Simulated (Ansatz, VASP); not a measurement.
## SrTiO3 in VASP and in Ansatz

```xyz
5
Lattice="3.9050 0.0000 0.0000 0.0000 3.9050 0.0000 0.0000 0.0000 3.8660" Properties=species:S:1:pos:R:3 pbc="T T T"
Sr    0.0000    0.0000    0.0000
Ti    1.9525    1.9525    1.9330
O     0.0000    1.9525    1.9330
O     1.9525    0.0000    1.9330
O     1.9525    1.9525    0.0000
```

Change from the starting cell: zz strain of -1 %.

Alike in both runs: task single point; functional PBE; k mesh 7 × 7 × 7; occupations fermi-dirac, width 0.05 eV; no spin polarisation.

|  | VASP | Ansatz |
| --- | --- | --- |
| version | VASP 6.6.1 | Ansatz 0.2.0 |
| potentials or method | VASP PAW PBE potentials, release 64 (Sr_sv, Ti_sv, O), cutoff 520 eV | all-electron LAPW, scalar-relativistic |

Ansatz gave:

| Property | Result |
| --- | --- |
| gap on the k mesh at the Fermi level (eV) | 1.95 |
| pressure (GPa) | 6.3 |
| traceless stress, the component that is largest in VASP (GPa) | 1.70 |

**Question.** Estimate VASP's values.

**Answer.** gap on the k mesh at the Fermi level (eV): 1.93; pressure (GPa): 7.0; traceless stress, the component that is largest in VASP (GPa): 1.73.

Ansatz ran all-electron here, and VASP with PAW potentials.
